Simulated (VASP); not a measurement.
# NaCl (Fm-3m) in VASP: further runs, part 2 of 2

VASP 6.6.1.

**3. Relaxation of cell and atoms, PBEsol, target pressure 10 GPa, at which the enthalpy is minimised**

The input, INCAR:

```
SYSTEM = NaCl
  PREC = Accurate
  ENCUT = 600
  EDIFF = 1E-6
  ISMEAR = 0
  SIGMA = 0.01
  LREAL = .FALSE.
  LASPH = .TRUE.
  NELM = 100
  ALGO = Normal
  ISIF = 3
  LWAVE = .FALSE.
  LCHARG = .FALSE.
  GGA = PS
  IBRION = 2
  NSW = 100
  EDIFFG = -0.002
  PSTRESS = 100.0
```

The input, KPOINTS:

```
Automatic mesh
0
G
  8 8 8
  0 0 0
```

The input, POSCAR:

```
NaCl
1.0
    0.0000000000      2.8009539472      2.8009539472
    2.8009539472      0.0000000000      2.8009539472
    2.8009539472      2.8009539472      0.0000000000
Na Cl
1 1
Direct
    0.0000000000      0.0000000000      0.0000000000
    0.5000000000      0.5000000000      0.5000000000
```

Potentials or basis: VASP PAW PBE potentials, release 64 (Na_pv, Cl).

Command:

```bash
cat potpaw_PBE.64/Na_pv/POTCAR potpaw_PBE.64/Cl/POTCAR > POTCAR
mpirun -np 1 vasp_std > vasp.out
```

Run time: 39 s. Hardware: 1 thread of Intel Xeon Platinum 8488C (Sapphire Rapids), shared host; peak memory 0.18 GiB.

It converged, with:

```yaml
Free_energy: -6.7745 eV
Relaxed_volume: 17.56 Å³/atom
Relaxed_cell: a = 3.676 Å, b = 3.676 Å, c = 3.676 Å, α = 60.00°, β = 60.00°, γ = 60.00°
Space_group_after_relaxing_to_0.05_Å: Fm-3m (No. 225)
Energy_change_on_relaxing_the_enthalpy_is_what_falls: +112.1 meV/atom
Ionic_steps: 7
Pressure_after_relaxing: 10.0 GPa
Band_gap_on_the_k_mesh: 6.02 eV, direct
```

The path:
```
step  energy change (eV)  largest force (eV/Å)  pressure (GPa)  volume (Å³)
   1              0.0000                0.0000            0.05        43.95
   2              0.1824                0.0000            8.70        35.83
   3              0.2210                0.0000            9.98        35.16
   4              0.2312                0.0000           10.24        35.00
   5              0.2227                0.0000            9.92        35.14
   6              0.2245                0.0000           10.02        35.11
   7              0.2242                0.0000            9.99        35.11
```

Final structure:
```yaml
crystal:
  lattice:
    - [0.00000, 2.59902, 2.59902]
    - [2.59902, 0.00000, 2.59902]
    - [2.59902, 2.59902, 0.00000]
  atoms:
    - { symbol: Na, position: [0.00000, 0.00000, 0.00000] }
    - { symbol: Cl, position: [0.50000, 0.50000, 0.50000] }
```

Levels at points of the mesh, in eV from the valence-band top:
| k point | band 3 | band 4 | band 5 | band 6 | band 7 | band 8 | band 9 | band 10 | band 11 |
| --- | --- | --- | --- | --- | --- | --- | --- | --- | --- |
| (0.00, 0.00, 0.00) | -20.34 | -13.36 | 0.00 | 0.00 | 0.00 | 6.02 | 11.13 | 11.13 | 11.13 |
| (0.50, 0.00, 0.00) | -20.34 | -12.65 | -2.86 | -0.45 | -0.45 | 7.44 | 11.38 | 11.38 | 12.60 |
| (0.50, 0.50, 0.00) | -20.36 | -12.61 | -2.47 | -0.89 | -0.89 | 7.51 | 8.09 | 13.00 | 16.11 |

Caveat: the cell is relaxed towards a set pressure, so the enthalpy falls and the energy may rise; the volume moved by over 15 % at a fixed basis, so the end points are rough; the PAW data sets were made with another functional, which shifts forces and pressure a little. Expect the measured gap to be larger: semilocal functionals such as PBEsol lack the derivative discontinuity.

**4. Relaxation of cell and atoms, PBEsol, target pressure 15 GPa, at which the enthalpy is minimised**

The input, INCAR:

```
SYSTEM = NaCl
PREC = Accurate
ENCUT = 600
EDIFF = 1E-6
ISMEAR = 0
SIGMA = 0.01
LREAL = .FALSE.
LASPH = .TRUE.
NELM = 100
ALGO = Normal
ISIF = 3
LWAVE = .FALSE.
LCHARG = .FALSE.
GGA = PS
IBRION = 2
NSW = 100
EDIFFG = -0.002
PSTRESS = 150.0
```

KPOINTS is that of step 3.

POSCAR is that of step 3.

Command:

```bash
cat potpaw_PBE.64/Na_pv/POTCAR potpaw_PBE.64/Cl/POTCAR > POTCAR
mpirun -np 1 vasp_std > vasp.out
```

Run time: 62 s. Hardware: 1 thread of Intel Xeon Platinum 8488C (Sapphire Rapids), shared host; peak memory 0.18 GiB.

It converged, with:

```
Free energy                                            : -6.6051 eV
Relaxed volume                                         : 16.46 Å³/atom
Relaxed cell                                           : a = 3.597 Å, b = 3.597 Å, c = 3.597 Å, α = 60.00°, β = 60.00°, γ = 60.00°
Space group after relaxing (to 0.05 Å)                 : Fm-3m (No. 225)
Energy change on relaxing (the enthalpy is what falls) : +196.8 meV/atom
Ionic steps                                            : 16
Pressure after relaxing                                : 15.0 GPa
Band gap on the k mesh                                 : 6.38 eV, direct
```

Step by step:
| step | energy change (eV) | largest force (eV/Å) | pressure (GPa) | volume (Å³) |
| --- | --- | --- | --- | --- |
| 1 | 0.0000 | 0.0000 | 0.05 | 43.95 |
| 2 | 0.4699 | 0.0000 | 17.15 | 32.16 |
| 3 | 0.3956 | 0.0000 | 15.08 | 32.90 |
| 4 | 0.3771 | 0.0000 | 14.46 | 33.10 |
| 5 | 0.3777 | 0.0000 | 14.56 | 33.09 |
| 6 | 0.3797 | 0.0000 | 14.60 | 33.07 |
| 7 | 0.3797 | 0.0000 | 14.60 | 33.07 |
| 8 | 0.3799 | 0.0000 | 14.59 | 33.07 |
| 9 | 0.3801 | 0.0000 | 14.59 | 33.06 |
| 10 | 0.3806 | 0.0000 | 14.64 | 33.06 |
| 11 | 0.3815 | 0.0000 | 14.65 | 33.05 |
| 12 | 0.3834 | 0.0000 | 14.71 | 33.03 |
| 13 | 0.3873 | 0.0000 | 14.82 | 32.99 |
| 14 | 0.3951 | 0.0000 | 15.07 | 32.90 |
| 15 | 0.3929 | 0.0000 | 14.97 | 32.92 |
| 16 | 0.3935 | 0.0000 | 15.01 | 32.92 |

Final structure:
```cif
data_structure
_symmetry_space_group_name_H-M 'P 1'
_symmetry_Int_Tables_number 1
_cell_length_a 3.5974
_cell_length_b 3.5974
_cell_length_c 3.5974
_cell_angle_alpha 60.000
_cell_angle_beta 60.000
_cell_angle_gamma 60.000
_cell_volume 32.92
loop_
_atom_site_label
_atom_site_type_symbol
_atom_site_fract_x
_atom_site_fract_y
_atom_site_fract_z
_atom_site_occupancy
Na1 Na 0.00000 0.00000 0.00000 1
Cl1 Cl 0.50000 0.50000 0.50000 1
```

Levels at points of the mesh, in eV from the valence-band top:
| k point | band 3 | band 4 | band 5 | band 6 | band 7 | band 8 | band 9 | band 10 | band 11 |
| --- | --- | --- | --- | --- | --- | --- | --- | --- | --- |
| (0.00, 0.00, 0.00) | -20.31 | -13.61 | 0.00 | 0.00 | 0.00 | 6.38 | 11.12 | 11.12 | 11.12 |
| (0.50, 0.00, 0.00) | -20.32 | -12.76 | -3.15 | -0.51 | -0.51 | 7.51 | 11.50 | 11.50 | 13.19 |
| (0.50, 0.50, 0.00) | -20.34 | -12.73 | -2.71 | -0.98 | -0.98 | 7.35 | 8.25 | 13.56 | 16.32 |

Caveat: the cell is relaxed towards a set pressure, so the enthalpy falls and the energy may rise; the volume moved by over 15 % at a fixed basis, so the end points are rough; the PAW data sets were made with another functional, which shifts forces and pressure a little.

**5. Summary**

```csv
cell,gap on the mesh (eV),pressure (GPa)
relaxed to 7 GPa,5.77,7.0
relaxed to 10 GPa,6.02,10.0
relaxed to 15 GPa,6.38,15.0
```

Alike in all rows: task relaxation of cell and atoms; level PBEsol; potentials or basis VASP PAW PBE potentials, release 64 (Na_pv, Cl); no spin polarisation; k mesh 8 × 8 × 8; cutoff (eV) 600; smearing gaussian 0.01 eV.

Caveats: the cell is relaxed towards a set pressure, so the enthalpy falls and the energy may rise; the volume moved by over 15 % at a fixed basis, so the end points are rough; the PAW data sets were made with another functional, which shifts forces and pressure a little.

Total energies depend on the potentials used, so only differences within one code and one set of settings carry meaning.
